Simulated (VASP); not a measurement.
A run of VASP 6.6.1:

File INCAR:

```
SYSTEM = MnO
  PREC = Accurate
  ENCUT = 520
  EDIFF = 1E-7
  ISMEAR = -1
  SIGMA = 0.03
  LREAL = .FALSE.
  LASPH = .TRUE.
  NELM = 150
  ALGO = Normal
  ISIF = 2
  LWAVE = .FALSE.
  LCHARG = .TRUE.
  ISPIN = 2
  MAGMOM = 4.17 0
  LORBIT = 11
  NUPDOWN = 4.17
  LMAXMIX = 4
  GGA = PS
  LELF = .TRUE.
  LVHAR = .TRUE.
  NBANDS = 20
```

KPOINTS

```
regular mesh
0
G
  7 7 7
  0 0 0
```

File POSCAR:

```
MnO
1.0
    0.0000000000      2.2220000000      2.2220000000
    2.2220000000      0.0000000000      2.2220000000
    2.2220000000      2.2220000000      0.0000000000
Mn O
1 1
Direct
    0.0000000000      0.0000000000      0.0000000000
    0.5000000000      0.5000000000      0.5000000000
```

Potentials or basis: VASP PAW PBE potentials, release 64 (Mn_pv, O).

The run is started by

```bash
$ cat potpaw_PBE.64/Mn_pv/POTCAR potpaw_PBE.64/O/POTCAR > POTCAR
$ mpirun -np 1 vasp_std > vasp.out
```

Hardware: 1 thread of Intel(R) Xeon(R) Platinum 8488C (Sapphire Rapids), with other jobs on the host.

Problem. Estimate the wall time of this run.

Solution. Wall time 11 s on 1 thread of Intel(R) Xeon(R) Platinum 8488C (Sapphire Rapids), on a shared host, peak memory 0.15 GiB. Counts: scf iterations 15, k points 20.
